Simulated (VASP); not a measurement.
Fe3SnSb, 5 atoms in the cell. The structure is trigonal, space group P3m1 (No. 156). Conventional cell: a = 4.182 Å, b = 4.182 Å, c = 5.363 Å, α = 90.00°, β = 90.00°, γ = 120.00°. Within 3.4 Å of Sb (site symmetry 3m) lie 8 Fe at 2.56 to 2.97 Å and 3 Sn at 3.09 Å. Sn (site symmetry 3m) has 8 Fe at 2.57 to 2.96 Å and 3 Sb at 3.09 Å within 3.4 Å. Within 3.4 Å of Fe (site symmetry 3m) lie 6 Fe at 2.55 to 2.57 Å and 3 Sn at 2.96 Å and 3 Sb at 2.97 Å. Fe (site symmetry 3m) has 6 Fe at 2.55 to 2.96 Å and 2 Sb at 2.57 to 2.80 Å and 3 Sn at 2.57 Å within 3.4 Å. Within 3.4 Å of Fe (site symmetry 3m) lie 3 Sb at 2.56 Å and 6 Fe at 2.57 to 2.96 Å and 2 Sn at 2.59 to 2.77 Å. 

```yaml
Program: VASP 6.6.1
Task: single point
Functional: PBE
Potentials_or_basis: VASP PAW PBE potentials, release 64 (Sb, Sn_d, Fe)
Cutoff: 520 eV
k_mesh: 7 × 7 × 5
Occupations: fermi-dirac, width 0.05 eV
Spin: collinear spin, ferromagnetic start
Starting_moments: "[0.0, 0.0, 3.0, 3.0, 3.0] μB"
Dipole_correction: no
Further_INCAR_settings: ALGO = Fast; EDIFF = 1e-06; NBANDS = 34
```

Potentials or basis: VASP PAW PBE potentials, release 64 (Sb, Sn_d, Fe).

The run is started by

```sh
$ cat potpaw_PBE.64/Sb/POTCAR potpaw_PBE.64/Sn_d/POTCAR potpaw_PBE.64/Fe/POTCAR > POTCAR
$ mpirun -np 1 vasp_std > vasp.out
```

Hardware: 1 thread of Oxide Virtual Turin-like Processor, with other jobs on the host.

**Question.** How long does it take, and how much memory?

**Answer.** Wall time 120 s on 1 thread of Oxide Virtual Turin-like Processor (shared host), peak memory 0.29 GiB. Counts: scf iterations 19, k points 32.
